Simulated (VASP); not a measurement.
# Fe (P6_3/mmc) in VASP: notebook, part 2 of 2

VASP 6.6.1. Earlier steps stand in the parts before.

## Step 4: Single point, LDA, collinear spin, ferromagnetic start

This run uses another cell than the first one, of 9.86 Å³/atom.

INCAR

```
SYSTEM = Fe
  PREC = Accurate
  ENCUT = 690
  EDIFF = 1E-6
  ISMEAR = -1
  SIGMA = 0.05
  LREAL = .False.
  LASPH = .True.
  NELM = 200
  ALGO = Normal
  ISIF = 2
  LWAVE = .False.
  LCHARG = .False.
  ISPIN = 2
  MAGMOM = 3 3
  LORBIT = 11
  LMAXMIX = 4
  GGA = CA
  NBANDS = 27
  GGA_COMPAT = .False.
```

KPOINTS

```
Automatic mesh
0
Gamma
  12 12 7
  0 0 0
```

POSCAR

```
Fe
1.0
    2.4341575853      0.0000000000      0.0000000000
   -1.2170787927      2.1080423057      0.0000000000
    0.0000000000      0.0000000000      3.8419344700
Fe
2
Direct
    0.6666666667      0.3333333333      0.7500000000
    0.3333333333      0.6666666667      0.2500000000
```

Potentials or basis: VASP PAW LDA potentials, release 64 (Fe_sv).

On the command line:

```bash
cat potpaw_LDA.64/Fe_sv/POTCAR > POTCAR
mpirun -np 1 vasp_std > vasp.out
```

OUTCAR:

```text
SYSTEM = Fe
   PREC = Accurate
   ENCUT = 690
   EDIFF = 1E-6
   ISMEAR = -1
   LREAL = .False.
   LASPH = .True.
   NELM = 200
   ISIF = 2
   ISPIN = 2
   LORBIT = 11
   GGA = CA

 ion  position               nearest neighbor table
   1  0.667  0.333  0.750-   2 2.38   2 2.38   2 2.38   2 2.38   2 2.38   2 2.38
   2  0.333  0.667  0.250-   1 2.38   1 2.38   1 2.38   1 2.38   1 2.38   1 2.38

  LATTYP: Found a hexagonal cell.
 ALAT       =     2.4341575853
 C/A-ratio  =     1.5783425417

  Lattice vectors:

 A1 = (   2.4341575853,   0.0000000000,   0.0000000000)
 A2 = (  -1.2170787927,   2.1080423057,   0.0000000000)
 A3 = (   0.0000000000,   0.0000000000,   3.8419344700)

Analysis of symmetry for initial positions (statically):
=====================================================================
 Subroutine PRICEL returns:
 Original cell was already a primitive cell.

 Routine SETGRP: Setting up the symmetry group for a
 hexagonal supercell.
[... 923 lines left out ...]
      3     -39.1273      1.00000
      4     -38.4981      1.00000
      5     -38.4981      1.00000
      6     -38.3857      1.00000
[... 709 lines left out ...]
     26      37.9688      0.00000
     27      39.8437      0.00000

 [... further k-points ...]

------------------------ aborting loop because EDIFF is reached ----------------------------------------

  FORCE on cell =-STRESS in cart. coord.  units (eV):
  Direction    XX          YY          ZZ          XY          YZ          ZX
  --------------------------------------------------------------------------------------
  -------------------------------------------------------------------------------------
  Total       -1.4972373     -1.4972373     -1.3569538      0.0000000      0.0000000      0.0000000
  in kB     -121.6811320   -121.6811320   -110.2802335      0.0000000      0.0000000      0.0000000
  external PRESSURE =    -117.8808325 kB  Pullay stress =       0.0000000 kB

 VOLUME and BASIS-vectors are now :
 -----------------------------------------------------------------------------
  energy-cutoff  :      690.00
  volume of cell :       19.71
      direct lattice vectors                 reciprocal lattice vectors
     2.434157585  0.000000000  0.000000000     0.410819746  0.237186891  0.000000000
    -1.217078793  2.108042306  0.000000000     0.000000000  0.474373781  0.000000000
     0.000000000  0.000000000  3.841934470     0.000000000  0.000000000  0.260285543

 POSITION                                       TOTAL-FORCE (eV/Angst)
 -----------------------------------------------------------------------------------
      1.21708      0.70268      2.88145        -0.000000      0.000000      0.000000
     -0.00000      1.40536      0.96048         0.000000     -0.000000      0.000000
 -----------------------------------------------------------------------------------
    total drift:                               -0.000000      0.000000     -0.000000

  FREE ENERGIE OF THE ION-ELECTRON SYSTEM (eV)
  ---------------------------------------------------
  free  energy   TOTEN  =       -19.0018177141 eV

  energy  without entropy=      -18.9825813976  energy(sigma->0) =      -18.99219956

 total charge

# of ion       s       p       d       tot
------------------------------------------
    1        2.214   6.059   5.566  13.839
    2        2.214   6.059   5.566  13.839
--------------------------------------------------
tot          4.428  12.119  11.132  27.678

 magnetization (x)

# of ion       s       p       d       tot
------------------------------------------
    1       -0.000   0.000   0.000   0.000
    2       -0.000   0.000   0.000   0.000
--------------------------------------------------
tot         -0.000   0.000   0.000   0.000
```

OSZICAR:

```text
N       E                     dE             d eps       ncg     rms          rms(c)
DAV:   1     0.740418574197E+03    0.74042E+03   -0.22702E+04  8360   0.249E+03
DAV:   2     0.318633955329E+02   -0.70856E+03   -0.68061E+03  8223   0.744E+02
DAV:   3    -0.185827199870E+02   -0.50446E+02   -0.49302E+02  8948   0.254E+02
DAV:   4    -0.201701615033E+02   -0.15874E+01   -0.15862E+01  9809   0.539E+01
DAV:   5    -0.202454142612E+02   -0.75253E-01   -0.75250E-01 10092   0.120E+01    0.259E+01
DAV:   6    -0.189719461773E+02    0.12735E+01   -0.10785E+01  8662   0.708E+01    0.923E+00
DAV:   7    -0.189529311208E+02    0.19015E-01   -0.15578E+00  9147   0.270E+01    0.563E+00
DAV:   8    -0.189900312806E+02   -0.37100E-01   -0.48326E-02 11928   0.314E+00    0.213E+00
DAV:   9    -0.190021471802E+02   -0.12116E-01   -0.14595E-02 11024   0.164E+00    0.907E-01
DAV:  10    -0.190018721018E+02    0.27508E-03   -0.30158E-03  9130   0.111E+00    0.272E-01
DAV:  11    -0.190018085151E+02    0.63587E-04   -0.12346E-04 10901   0.183E-01    0.864E-02
DAV:  12    -0.190018154654E+02   -0.69503E-05   -0.28023E-05  9846   0.989E-02    0.197E-02
DAV:  13    -0.190018175961E+02   -0.21306E-05   -0.13172E-06  6769   0.203E-02    0.788E-03
DAV:  14    -0.190018177141E+02   -0.11806E-06   -0.26444E-07  4914   0.992E-03
   1 F= -.19001818E+02 E0= -.18992200E+02  d E =-.192363E-01  mag=     0.0000
```

stdout:

```text
POSCAR found type information on POSCAR Fe
 POSCAR found :  1 types and       2 ions
 scaLAPACK will be used
 LDA part: xc-table for (Slater(with rela. corr.)+CA(PZ))
 , standard interpolation
 POSCAR, INCAR and KPOINTS ok, starting setup
 FFT: planning ... GRIDC
 FFT: planning ... GRID_SOFT
 FFT: planning ... GRID
 WAVECAR not read
 entering main loop
```

Wall time 1.8 min (1 thread of Intel Xeon Platinum 8375C at 2.90GHz (Ice Lake), shared host); peak memory 0.2 GiB.

What came out:

- Free energy: -19.0018 eV
- Pressure: -11.8 GPa
- Band gap on the k mesh: zero (filled and empty bands overlap)
- Net moment: 0.00 μB per cell
- Valence electrons inside the program's atomic spheres: Fe 13.84

Levels at points of the mesh, in eV from the Fermi level:
Spin up:
```tsv
k point	band 14	band 15	band 16	band 17	band 18	band 19
(0.00, 0.00, 0.00)	-1.28	-1.28	-0.92	-0.92	0.52	0.74
(0.50, 0.00, 0.00)	-1.63	-1.15	0.85	1.09	1.14	2.79
```
Spin down:
| k point | band 13 | band 14 | band 15 | band 16 | band 17 | band 18 | band 19 | band 20 |
| --- | --- | --- | --- | --- | --- | --- | --- | --- |
| (0.00, 0.00, 0.00) | -1.63 | -1.28 | -1.28 | -0.92 | -0.92 | 0.52 | 0.74 | 0.74 |
| (0.50, 0.00, 0.00) | -2.10 | -1.63 | -1.15 | 0.85 | 1.09 | 1.14 | 2.79 | 4.99 |

Caveat: the cell stands under tension; the moments typed at the start vanished in this run.
